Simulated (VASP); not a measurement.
# Ta (I4/mmm) in VASP: a series of runs

The runs below take Ta through single point, with PBE.

Everything below comes from runs of VASP 6.6.1. Logs are shortened: lines on timing, memory, paths and dates and some standing lists are left out, and cuts for length are marked.

**1. The cell of the first run**

It takes space group I4/mmm (No. 139, tetragonal). Conventional cell: a = 3.303 Å, b = 3.303 Å, c = 3.550 Å, α = 90.00°, β = 90.00°, γ = 90.00°. Ta (site symmetry 4/mmm) has 14 Ta at 2.93 to 3.55 Å within 3.9 Å.

**2. Single point, PBE (strain +0.0750 x Voigt [0, 0, 1, 0, 0, 0])**

The input, INCAR:

```
SYSTEM = Ta
PREC     = Accurate       ! precision mode
ENCUT    = 520            ! plane-wave cutoff, eV
EDIFF    = 1E-6           ! SCF threshold, eV
ISMEAR   = 0              ! smearing method
SIGMA    = 0.15           ! smearing width, eV
LREAL    = .False.        ! projectors in reciprocal space
LASPH    = .True.         ! aspherical terms in the spheres
NELM     = 100            ! most SCF steps
ALGO     = Fast           ! electronic algorithm
ISIF     = 2              ! what is computed and relaxed
LWAVE    = .False.        ! write WAVECAR
LCHARG   = .False.        ! write CHGCAR
GGA      = PE             ! functional
NBANDS   = 12             ! bands
```

The input, KPOINTS:

```
Automatic mesh
0
Gamma
  20 20 20
  0 0 0
```

The input, POSCAR:

```
Ta
1.0
   -1.6512800000      1.6512800000      1.7751260000
    1.6512800000     -1.6512800000      1.7751260000
    1.6512800000      1.6512800000     -1.7751260000
Ta
1
Direct
    0.0000000000      0.0000000000      0.0000000000
```

Potentials or basis: VASP PAW PBE potentials, release 64 (Ta_pv).

The run is started by

```
$ cat potpaw_PBE.64/Ta_pv/POTCAR > POTCAR
$ mpirun -np 1 vasp_std > vasp.out
```

OUTCAR:

```text
SYSTEM = Ta
   PREC = Accurate
   ENCUT = 520
   EDIFF = 1E-6
   ISMEAR = 0
   LREAL = .False.
   LASPH = .True.
   NELM = 100
   ISIF = 2
   GGA = PE

 ion  position               nearest neighbor table
   1  0.000  0.000  0.000-

  LATTYP: Found a body centered tetragonal cell.
 ALAT       =     3.3025600000
 C/A-ratio  =     1.0750000000

  Lattice vectors:

 A1 = (  -1.6512800000,   1.6512800000,   1.7751260000)
 A2 = (   1.6512800000,  -1.6512800000,   1.7751260000)
 A3 = (   1.6512800000,   1.6512800000,  -1.7751260000)

Analysis of symmetry for initial positions (statically):
=====================================================================
 Subroutine PRICEL returns:
 Original cell was already a primitive cell.

 Routine SETGRP: Setting up the symmetry group for a
 body centered tetragonal supercell.

 Subroutine GETGRP returns: Found 16 space group operations
 (whereof 16 operations were pure point group operations)
 out of a pool of 16 trial point group operations.

The static configuration has the point symmetry D_4h.

Analysis of symmetry for dynamics (positions and initial velocities):
=====================================================================
 Subroutine PRICEL returns:
 Original cell was already a primitive cell.

 Routine SETGRP: Setting up the symmetry group for a
 body centered tetragonal supercell.

 Subroutine GETGRP returns: Found 16 space group operations
 (whereof 16 operations were pure point group operations)
 out of a pool of 16 trial point group operations.

The dynamic configuration has the point symmetry D_4h.

 Subroutine INISYM returns: Found 16 space group operations
 (whereof 16 operations are pure point group operations),
 and found     1 'primitive' translations

----------------------------------------------------------------------------------------

                                     Primitive cell

  volume of cell :      19.3611

  direct lattice vectors                    reciprocal lattice vectors
    -1.651280000  1.651280000  1.775126000     0.000000000  0.302795407  0.281670146
     1.651280000 -1.651280000  1.775126000     0.302795407  0.000000000  0.281670146
     1.651280000  1.651280000 -1.775126000     0.302795407  0.302795407  0.000000000

  length of vectors
     2.933346824  2.933346824  2.933346824     0.413549429  0.413549429  0.428217371

  position of ions in fractional coordinates (direct lattice)
     0.000000000  0.000000000  0.000000000

  ion indices of the primitive-cell ions
   primitive index   ion index
                 1           1

----------------------------------------------------------------------------------------

 KPOINTS: Automatic mesh

Automatic generation of k-mesh.
 Grid dimensions read from file:
 generate k-points for:   20   20   20

 Generating k-lattice:

  Cartesian coordinates                     Fractional coordinates (reciprocal lattice)
     0.000000000  0.015139770  0.014083507     0.050000000  0.000000000  0.000000000
     0.015139770  0.000000000  0.014083507     0.000000000  0.050000000  0.000000000
     0.015139770  0.015139770  0.000000000     0.000000000  0.000000000  0.050000000

  Length of vectors
     0.020677471  0.020677471  0.021410869

  Shift w.r.t. Gamma in fractional coordinates (k-lattice)
     0.000000000  0.000000000  0.000000000

 Subroutine IBZKPT returns following result:
 ===========================================

 Found    641 irreducible k-points:

 Following reciprocal coordinates:
            Coordinates               Weight
  0.000000  0.000000  0.000000      1.000000
  0.050000 -0.000000  0.000000      8.000000
  0.100000 -0.000000  0.000000      8.000000
  0.150000 -0.000000  0.000000      8.000000
  0.200000 -0.000000  0.000000      8.000000
  0.250000 -0.000000  0.000000      8.000000
[... 16 lines left out ...]
 -0.400000  0.050000 -0.000000     16.000000
 -0.350000  0.050000 -0.000000     16.000000
 [... further k-points ...]
   k-points           NKPTS =    641   k-points in BZ     NKDIM =    641   number of bands    NBANDS=     12
   number of dos      NEDOS =    301   number of ions     NIONS =      1
   total plane-waves  NPLWV =  13824
   dimension x,y,z NGX =    24 NGY =   24 NGZ =   24
   dimension x,y,z NGXF=    48 NGYF=   48 NGZF=   48
   ions per type =               1
   NGX,Y,Z   is equivalent  to a cutoff of  13.60, 13.60, 13.60 a.u.
   NGXF,Y,Z  is equivalent  to a cutoff of  27.20, 27.20, 27.20 a.u.
 SYSTEM =  Ta
   PREC   = accura    normal or accurate (medium, high low for compatibility)
   ISTART =      0    job   : 0-new  1-cont  2-samecut
   ICHARG =      2    charge: 1-file 2-atom 10-const
   ISPIN  =      1    spin polarized calculation?
   LNONCOLLINEAR =      F non collinear calculations
   LSORBIT =      F    spin-orbit coupling
   LASPH  =      T    aspherical Exc in radial PAW
   ENCUT  =  520.0 eV  38.22 Ry    6.18 a.u.   5.45  5.45  5.45*2*pi/ulx,y,z
[... 66 lines left out ...]
      7       6.2211      0.00000
      8       8.0769      0.00000
      9       9.1398      0.00000
     10      18.8442      0.00000
     11      20.0433      0.00000
     12      20.0433      0.00000

 k-point     2 :       0.0500   -0.0000    0.0000
  band No.  band energies     occupation
      1     -28.4702      2.00000
      2     -28.4463      2.00000
      3     -28.4439      2.00000
      4      -2.6166      2.00000
      5       5.4113      0.00001
      6       5.4460      0.00000
      7       6.2343      0.00000
      8       8.0113      0.00000
      9       9.0965      0.00000
     10      19.0342      0.00000
     11      20.1817      0.00000
     12      20.2183      0.00000

 k-point     3 :       0.1000   -0.0000    0.0000
  band No.  band energies     occupation
      1     -28.5394      2.00000
      2     -28.4666      2.00000
      3     -28.4446      2.00000
      4      -2.3224      2.00000
      5       5.3539      0.00010
      6       5.4302      0.00000
      7       6.3638      0.00000
      8       7.8537      0.00000
      9       9.0034      0.00000
     10      19.4862      0.00000
     11      20.5582      0.00000
     12      20.7304      0.00000

 k-point     4 :       0.1500   -0.0000    0.0000
  band No.  band energies     occupation
      1     -28.6469      2.00000
      2     -28.4980      2.00000
      3     -28.4445      2.00000
      4      -1.8577      2.00000
      5       5.2145      0.00992
      6       5.2739      0.00170
      7       6.7357      0.00000
      8       7.7120      0.00000
      9       8.9195      0.00000
     10      19.8715      0.00000
     11      20.9886      0.00000
     12      21.5446      0.00000

 k-point     5 :       0.2000   -0.0000    0.0000
  band No.  band energies     occupation
      1     -28.7800      2.00000
      2     -28.5373      2.00000
      3     -28.4443      2.00000
      4      -1.2648      2.00000
      5       4.9940      0.61766
      6       5.0185      0.46550
      7       7.3333      0.00000
      8       7.6831      0.00000
      9       8.8799      0.00000
     10      19.3527      0.00000
     11      19.7519      0.00000
     12      21.1444      0.00000
[... 228 lines left out ...]
      1     -29.3596      2.00000
      2     -28.7233      2.00000
      3     -28.4530      2.00000
      4       0.9018      2.00000
      5       3.8987      2.00000
      6       5.8737      0.00000
      7       7.9179      0.00000
      8       9.5960      0.00000
      9      11.9120      0.00000
     10      15.3096      0.00000
     11      16.8739      0.00000
     12      21.1652      0.00000

 k-point    22 :      -0.4500    0.0500   -0.0000
  band No.  band energies     occupation
      1     -29.3200      2.00000
      2     -28.7093      2.00000
      3     -28.4541      2.00000
      4       0.8509      2.00000
      5       3.9687      2.00000
      6       5.4857      0.00000
      7       7.9678      0.00000
      8       9.5443      0.00000
      9      11.3713      0.00000
     10      15.8394      0.00000
     11      17.1448      0.00000
     12      19.3624      0.00000

 k-point    23 :      -0.4000    0.0500   -0.0000
  band No.  band energies     occupation
      1     -29.2427      2.00000
      2     -28.6829      2.00000
      3     -28.4551      2.00000
      4       0.6903      2.00000
      5       4.1104      2.00000
      6       5.0067      0.53592
      7       7.9382      0.00000
      8       9.4241      0.00000
      9      10.5180      0.00000
     10      16.8013      0.00000
     11      17.7007      0.00000
     12      19.3636      0.00000

 k-point    24 :      -0.3500    0.0500   -0.0000
  band No.  band energies     occupation
      1     -29.1342      2.00000
      2     -28.6465      2.00000
      3     -28.4560      2.00000
      4       0.3421      2.00000
      5       4.3167      2.00000
      6       4.6936      1.98035
      7       7.8466      0.00000
      8       9.2452      0.00000
      9       9.5675      0.00000
     10      17.9455      0.00000
     11      18.5591      0.00000
     12      19.3687      0.00000

 [... further k-points ...]

------------------------ aborting loop because EDIFF is reached ----------------------------------------

  FORCE on cell =-STRESS in cart. coord.  units (eV):
  Direction    XX          YY          ZZ          XY          YZ          ZX
  --------------------------------------------------------------------------------------
  -------------------------------------------------------------------------------------
  Total       -0.9135386     -0.9135386     -1.6366983      0.0000000     -0.0000000      0.0000000
  in kB      -75.5974025    -75.5974025   -135.4405161      0.0000000     -0.0000000      0.0000000
  external PRESSURE =     -95.5451071 kB  Pullay stress =       0.0000000 kB

 VOLUME and BASIS-vectors are now :
 -----------------------------------------------------------------------------
  energy-cutoff  :      520.00
  volume of cell :       19.36
      direct lattice vectors                 reciprocal lattice vectors
    -1.651280000  1.651280000  1.775126000     0.000000000  0.302795407  0.281670146
     1.651280000 -1.651280000  1.775126000     0.302795407  0.000000000  0.281670146
     1.651280000  1.651280000 -1.775126000     0.302795407  0.302795407  0.000000000

 POSITION                                       TOTAL-FORCE (eV/Angst)
 -----------------------------------------------------------------------------------
      0.00000      0.00000      0.00000         0.000000      0.000000      0.000000
 -----------------------------------------------------------------------------------
    total drift:                               -0.000000      0.000000      0.000000

  FREE ENERGIE OF THE ION-ELECTRON SYSTEM (eV)
  ---------------------------------------------------
  free  energy   TOTEN  =       -11.7679086780 eV

  energy  without entropy=      -11.7515048354  energy(sigma->0) =      -11.75970676
```

It took 44 s on 1 thread of Intel Xeon 6975P-C (Granite Rapids), shared host; peak memory 0.26 GiB.

Results:

| Item | Value |
| --- | --- |
| Free energy | -11.7679 eV |
| Pressure | -9.6 GPa |
| Band gap on the k mesh | zero (an odd number of electrons rules out a gap without spin polarisation) |

Stress tensor (GPa, compression positive):
```
 -7.56   0.00   0.00
  0.00  -7.56   0.00
  0.00   0.00 -13.54
```

Caveat: the cell differs from its parent crystal (strain +0.0750 x Voigt [0, 0, 1, 0, 0, 0]); the cell stands under tension; spin-orbit coupling is left out, which moves the levels of the heavy elements.

**3. Single point, PBE (strain +0.1125 x Voigt [0, 0, 1, 0, 0, 0])**

The input, INCAR:

```
SYSTEM = Ta
ALGO     = Fast           ! electronic algorithm
EDIFF    = 1E-7           ! SCF threshold, eV
ENCUT    = 520            ! plane-wave cutoff, eV
GGA      = PE             ! functional
ISIF     = 2              ! what is computed and relaxed
ISMEAR   = 0              ! smearing method
LASPH    = .True.         ! aspherical terms in the spheres
LCHARG   = .False.        ! write CHGCAR
LREAL    = .False.        ! projectors in reciprocal space
LWAVE    = .False.        ! write WAVECAR
NBANDS   = 12             ! bands
NELM     = 80             ! most SCF steps
PREC     = Accurate       ! precision mode
SIGMA    = 0.15           ! smearing width, eV
```

The input, KPOINTS:

```
k-points
0
Gamma
  20 20 20
  0 0 0
```

The input, POSCAR:

```
Ta
1.0
   -1.6512800000      1.6512800000      1.8370490000
    1.6512800000     -1.6512800000      1.8370490000
    1.6512800000      1.6512800000     -1.8370490000
Ta
1
Direct
    0.0000000000      0.0000000000      0.0000000000
```

Potentials or basis: VASP PAW PBE potentials, release 64 (Ta_pv).

The run is started by

```
$ cat potpaw_PBE.64/Ta_pv/POTCAR > POTCAR
$ mpirun -np 1 vasp_std > vasp.out
```

Wall time 54 s (1 thread of Intel Xeon 6975P-C (Granite Rapids), shared host); peak memory 0.26 GiB.

The run converged. Its results:

| Item | Value |
| --- | --- |
| Free energy | -11.6992 eV |
| Pressure | -14.1 GPa |
| Band gap on the k mesh | zero (an odd number of electrons rules out a gap without spin polarisation) |

Stress tensor (GPa, compression positive):
```
-11.77   0.00   0.00
  0.00 -11.77   0.00
  0.00   0.00 -18.91
```

Levels at points of the mesh, in eV from the Fermi level:
```
           k point  band 3  band 4  band 5  band 6  band 7  band 8
(0.00, 0.00, 0.00)  -33.54   -7.55    0.40    0.40    1.49    2.74
(0.50, 0.00, 0.00)  -33.55   -4.02   -0.85    0.93    2.50    4.52
(0.50, 0.50, 0.00)  -33.60   -3.90   -2.02    1.60    4.39    4.85
(0.50, 0.50, 0.50)  -34.05   -3.41   -3.11    5.73    6.01    6.08
```

Caveat: the cell differs from its parent crystal (strain +0.1125 x Voigt [0, 0, 1, 0, 0, 0]); the cell stands under tension; spin-orbit coupling is left out, which moves the levels of the heavy elements.

**4. Single point, PBE (strain +0.1312 x Voigt [0, 0, 1, 0, 0, 0])**

The input, INCAR:

```
ALGO     = Fast           # electronic algorithm
EDIFF    = 1E-6           # SCF threshold, eV
ENCUT    = 520            # plane-wave cutoff, eV
GGA      = PE             # functional
ISIF     = 2              # what is computed and relaxed
ISMEAR   = 0              # smearing method
LASPH    = True           # aspherical terms in the spheres
LCHARG   = False          # write CHGCAR
LREAL    = False          # projectors in reciprocal space
LWAVE    = False          # write WAVECAR
NBANDS   = 12             # bands
NELM     = 100            # most SCF steps
PREC     = Accurate       # precision mode
SIGMA    = 0.15           # smearing width, eV
```

The input, KPOINTS:

```
k-points
0
Gamma
  20 20 20
```

The input, POSCAR:

```
Ta
1.0
   -1.6512800000      1.6512800000      1.8679279360
    1.6512800000     -1.6512800000      1.8679279360
    1.6512800000      1.6512800000     -1.8679279360
Ta
1
Direct
    0.0000000000      0.0000000000      0.0000000000
```

The run is started by

```
$ cat potpaw_PBE.64/Ta_pv/POTCAR > POTCAR
$ mpirun -np 1 vasp_std > vasp.out
```

It took 46 s on 1 thread of Intel Xeon 6975P-C (Granite Rapids), shared host; peak memory 0.26 GiB.

The run converged. Its results:

- Free energy: -11.6572 eV
- Pressure: -16.1 GPa
- Band gap on the k mesh: zero (an odd number of electrons rules out a gap without spin polarisation)

Stress tensor (GPa, compression positive):
```
-13.64   0.00   0.00
  0.00 -13.64   0.00
  0.00   0.00 -21.15
```

Levels at points of the mesh, in eV from the Fermi level:
| k point | band 3 | band 4 | band 5 | band 6 | band 7 | band 8 |
| --- | --- | --- | --- | --- | --- | --- |
| (0.00, 0.00, 0.00) | -33.63 | -7.50 | 0.37 | 0.37 | 1.59 | 2.55 |
| (0.50, 0.00, 0.00) | -33.64 | -3.98 | -0.76 | 0.84 | 2.29 | 4.48 |
| (0.50, 0.50, 0.00) | -33.69 | -3.84 | -2.07 | 1.59 | 4.43 | 4.82 |
| (0.50, 0.50, 0.50) | -34.10 | -3.37 | -3.03 | 5.56 | 5.63 | 5.95 |

Caveat: the cell differs from its parent crystal (strain +0.1312 x Voigt [0, 0, 1, 0, 0, 0]); the cell stands under tension; spin-orbit coupling is left out, which moves the levels of the heavy elements.

**5. Single point, PBE (strain +0.1500 x Voigt [0, 0, 1, 0, 0, 0])**

The input, INCAR:

```
  PREC = Accurate
  ENCUT = 520
  EDIFF = 1E-6
  ISMEAR = 0
  SIGMA = 0.15
  LREAL = False
  LASPH = True
  NELM = 100
  ALGO = Fast
  ISIF = 2
  LWAVE = False
  LCHARG = False
  GGA = PE
  NBANDS = 12
```

The input, KPOINTS:

```
Automatic mesh
0
Gamma
  20 20 20
```

The input, POSCAR:

```
Ta
1.0
   -1.6512800000      1.6512800000      1.8989720000
    1.6512800000     -1.6512800000      1.8989720000
    1.6512800000      1.6512800000     -1.8989720000
Ta
1
Direct
    0.0000000000      0.0000000000      0.0000000000
```

The run is started by

```
$ cat potpaw_PBE.64/Ta_pv/POTCAR > POTCAR
$ mpirun -np 1 vasp_std > vasp.out
```

Wall time 49 s (1 thread of Intel Xeon 6975P-C (Granite Rapids), shared host); peak memory 0.26 GiB.

It converged, with:

```
Free energy            : -11.6104 eV
Pressure               : -18.0 GPa
Band gap on the k mesh : zero (an odd number of electrons rules out a gap without spin polarisation)
```

Stress tensor (GPa, compression positive):
```
-15.35   0.00   0.00
  0.00 -15.35   0.00
  0.00   0.00 -23.20
```

Levels at points of the mesh, in eV from the Fermi level:
```tsv
k point	band 2	band 3	band 4	band 5	band 6	band 7	band 8	band 9
(0.00, 0.00, 0.00)	-33.71	-33.71	-7.45	0.33	0.33	1.67	2.36	4.05
(0.50, 0.00, 0.00)	-33.91	-33.73	-3.95	-0.67	0.76	2.08	4.44	6.11
(0.50, 0.50, 0.00)	-34.01	-33.78	-3.78	-2.12	1.59	4.44	4.78	6.53
(0.50, 0.50, 0.50)	-34.14	-34.14	-3.33	-2.94	5.26	5.40	5.83	5.83
```

Caveat: the cell differs from its parent crystal (strain +0.1500 x Voigt [0, 0, 1, 0, 0, 0]); the cell stands under tension; spin-orbit coupling is left out, which moves the levels of the heavy elements.

**6. Overview**

| cell | further INCAR settings | gap on the mesh (eV) | pressure (GPa) |
| --- | --- | --- | --- |
| a = 2.933 Å, angles 111.5, 111.5, 105.5°, 1 atom | ALGO = Fast; EDIFF = 1e-06; NBANDS = 12 | none | -9.6 |
| a = 2.971 Å, angles 112.5, 112.5, 103.6°, 1 atom | ALGO = Fast; EDIFF = 1e-07; NBANDS = 12 | none | -14.1 |
| a = 2.990 Å, angles 113.0, 113.0, 102.7°, 1 atom | ALGO = Fast; EDIFF = 1e-06; NBANDS = 12 | none | -16.1 |
| a = 3.010 Å, angles 113.5, 113.5, 101.8°, 1 atom | ALGO = Fast; EDIFF = 1e-06; NBANDS = 12 | none | -18.0 |

Alike in all rows: task single point; level PBE; potentials or basis VASP PAW PBE potentials, release 64 (Ta_pv); no spin polarisation; k mesh 20 × 20 × 20; cutoff (eV) 520; smearing gaussian 0.15 eV.

Caveats: the cell stands under tension; spin-orbit coupling is left out, which moves the levels of the heavy elements.

Total energies depend on the potentials used, so only differences within one code and one set of settings carry meaning.
